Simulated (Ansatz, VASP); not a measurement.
# Rh: VASP beside Ansatz

File INCAR:

```
SYSTEM = Rh
  PREC = Accurate
  ENCUT = 520
  EDIFF = 1E-6
  ISMEAR = 0
  SIGMA = 0.15
  LREAL = .False.
  LASPH = .True.
  NELM = 60
  ALGO = Normal
  ISIF = 2
  LWAVE = .False.
  LCHARG = .True.
  GGA = PE
  LELF = .True.
  LVHAR = .True.
  NBANDS = 22
```

Contents of KPOINTS:

```
Automatic mesh
0
Gamma
  18 18 10
  0 0 0
```

Contents of POSCAR:

```
Rh
1.0
    2.6159000000      0.0000000000      0.0000000000
   -1.3079500000      2.2654358537      0.0000000000
    0.0000000000      0.0000000000      4.3851186776
Rh
2
Direct
    0.6666666667      0.3333333333      0.7500000000
    0.3333333333      0.6666666667      0.2500000000
```

Input for Ansatz:

```yaml
crystal:
  lattice:
    - [2.6159, 0.0, 0.0]
    - [-1.30795, 2.2654358537, 0.0]
    - [0.0, 0.0, 4.3851186776]
  atoms:
    - { symbol: Rh, position: [0.6666666667, 0.3333333333, 0.75] }
    - { symbol: Rh, position: [0.3333333333, 0.6666666667, 0.25] }
basis:
  ecutwfc: 420
kpoints:
  mp_grid: { grid: [18, 18, 10] }
hamiltonian:
  xc: pbe
  pseudopotentials: { kind: paw, azcp: { folder: soft_1 } }
scf:
  occupations: { method: gaussian, width: 0.15 }
output:
  forces: true
  stress: true
  eigenvalues: true
```

Alike in both runs: task single point; functional PBE; k mesh 18 × 18 × 10; occupations gaussian, width 0.15 eV; no spin polarisation.

```csv
,VASP,Ansatz
version,VASP 6.6.1,Ansatz 0.2.0
potentials or method,"VASP PAW PBE potentials, release 64 (Rh_pv), cutoff 520 eV","scalar-relativistic, plane waves, PAW"
valence electrons in the cell,30,34
```

VASP gave:

- gap on the k mesh at the Fermi level (eV): none
- pressure (GPa): 26.1
- traceless stress, the component that is largest in VASP (GPa): -8.80

Problem. Estimate Ansatz's values.

Solution. gap on the k mesh at the Fermi level (eV): none; pressure (GPa): 26.1; traceless stress, the component that is largest in VASP (GPa): -8.77.

A gap of «none» marks a metal or a gap that the smearing closes. With one functional, cell and mesh, what is left measures potentials, basis and numerics. VASP's potentials hold 30 valence electrons a cell and Ansatz's 34, so a difference there can come from the potentials and not from the codes.
